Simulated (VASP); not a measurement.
Wanted: the native input for a VASP 6.6.1 run.

* Task: single point
* Functional: PBE
* Potentials or basis: VASP PAW PBE potentials, release 64 (Al, N)
* Cutoff: 520 eV
* k mesh: 10 × 10 × 10
* Occupations: gaussian, width 0.05 eV
* Spin: no spin polarisation
* Dipole correction: no
* Further INCAR settings: ALGO = Normal; EDIFF = 1e-06; NBANDS = 11

The structure of AlN lies in POSCAR:

```
AlN
1.0
    0.0000000000      2.1839935596      2.1839935596
    2.1839935596      0.0000000000      2.1839935596
    2.1839935596      2.1839935596      0.0000000000
Al N
1 1
Direct
   -0.0346966329     -0.0346966329     -0.0346966329
    0.7500000000      0.7500000000      0.7500000000
```

This cell differs from its parent crystal: all Al atoms moved +0.263 Å, as atom 1 towards its neighbour atom 2 (N) at 1.891 Å.

These files were run (other wordings do the same):

INCAR

```
SYSTEM = AlN
ALGO = Normal ; EDIFF = 1E-6
ENCUT = 520 ; GGA = PE
ISIF = 2 ; ISMEAR = 0
LASPH = .True. ; LCHARG = .True.
LELF = .True. ; LREAL = .False.
LVHAR = .True. ; LWAVE = .False.
NBANDS = 11 ; NELM = 80
PREC = Accurate ; SIGMA = 0.05
```

KPOINTS

```
k-points
0
Gamma
  10 10 10
  0 0 0
```

Potentials or basis: VASP PAW PBE potentials, release 64 (Al, N).

Launch:

```bash
$ cat potpaw_PBE.64/Al/POTCAR potpaw_PBE.64/N/POTCAR > POTCAR
$ mpirun -np 1 vasp_std > vasp.out
```

Results of the run:

The pressure is 17.6 GPa, the largest force is 7.329 eV/Å and the band gap on the k mesh is 2.99 eV, indirect (least direct gap 3.75 eV).

Caveat: the cell differs from its parent crystal (all Al atoms moved +0.263 Å, as atom 1 towards its neighbour atom 2 (N) at 1.891 Å); forces of over 1 eV/Å act on the atoms, so gaps and moduli don't describe the material at rest.

It took 10 s on 1 thread of Intel(R) Xeon(R) Platinum 8488C (Sapphire Rapids) (shared host), peak memory 0.15 GiB.
